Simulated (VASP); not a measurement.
Ga:

```
CELL_PARAMETERS angstrom
2.77842 0.00000 0.00000
0.00000 3.28161 0.00000
-1.34343 0.00000 3.99027
ATOMIC_POSITIONS crystal
Ga 0.13460 0.75000 0.77017
Ga 0.86540 0.25000 0.22983
```

Base run:

```yaml
Program: VASP 6.6.1
Functional: PBE
Potentials_or_basis: VASP PAW PBE potentials, release 64 (Ga_d)
Cutoff: 520 eV
k_mesh: 10 × 8 × 7
Occupations: fermi-dirac, width 0.05 eV
Spin: no spin polarisation
```

Its results: band gap on the k mesh zero (band 13 reaches 10.04 eV, above the bottom of band 14 at 1.71 eV); pressure 3.1 GPa; largest force 0.087 eV/Å.

After a change of settings the same cell gave: band gap on the k mesh zero (band 13 reaches 10.04 eV, above the bottom of band 14 at 1.71 eV); pressure 0.2 GPa; largest force 0.086 eV/Å. Which change was it?
A. dispersion from none to D3(BJ)
B. further incar settings from ALGO = Normal; EDIFF = 1e-06; NBANDS = 20 to ALGO = Normal; EDIFF = 1e-07; NBANDS = 20
C. functional from PBE to PBEsol; further incar settings from ALGO = Normal; EDIFF = 1e-06; NBANDS = 20 to ALGO = Fast; EDIFF = 1e-06; NBANDS = 20

A.

Dispersion adds attraction, which lowers the pressure at fixed volume and, as a term added to the energy, leaves the levels alone.

Caveats: three body term missing (some runs); pairwise dispersion overbinds metals, which lowers pressure and volume (some runs).
